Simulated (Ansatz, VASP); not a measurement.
# Hf3AlN4: VASP beside Ansatz

```
CELL_PARAMETERS angstrom
3.16845 0.00000 0.00000
0.00000 3.16845 0.00000
0.00000 0.00000 8.88848
ATOMIC_POSITIONS crystal
Hf 0.00000 0.00000 0.74979
Hf 0.00000 0.00000 0.25021
Hf 0.50000 0.50000 0.50000
Al 0.50000 0.50000 0.00000
N 0.00000 0.00000 0.00000
N 0.50000 0.50000 0.22670
N 0.00000 0.00000 0.50000
N 0.50000 0.50000 0.77330
```

Alike in both runs: functional PBE; k mesh 6 × 6 × 2; occupations gaussian, width 0.1 eV; no spin polarisation.

Ansatz relaxed the structure, and its values are those at the end. VASP's run is a single point on that final structure, the one shown.

|  | VASP | Ansatz |
| --- | --- | --- |
| version | VASP 6.6.1 | Ansatz 0.2.0 |
| potentials or method | VASP PAW PBE potentials, release 64 (Hf_pv, Al, N), cutoff 520 eV | scalar-relativistic, plane waves, PAW |
| valence electrons in the cell | 53 | 101 |

Ansatz gave:

| Item | Value |
| --- | --- |
| gap on the k mesh at the Fermi level (eV) | none |
| pressure (GPa) | 0.0 |
| rms of the force components (eV/Å) | 0.000 |

Q: Which values does VASP return?

A: gap on the k mesh at the Fermi level (eV): none; pressure (GPa): -1.9; rms of the force components (eV/Å): 0.023.

A gap of «none» marks a metal or a gap that the smearing closes. VASP's potentials hold 53 valence electrons a cell and Ansatz's 101, so a difference there can come from the potentials and not from the codes.

Spin-orbit coupling is off throughout.
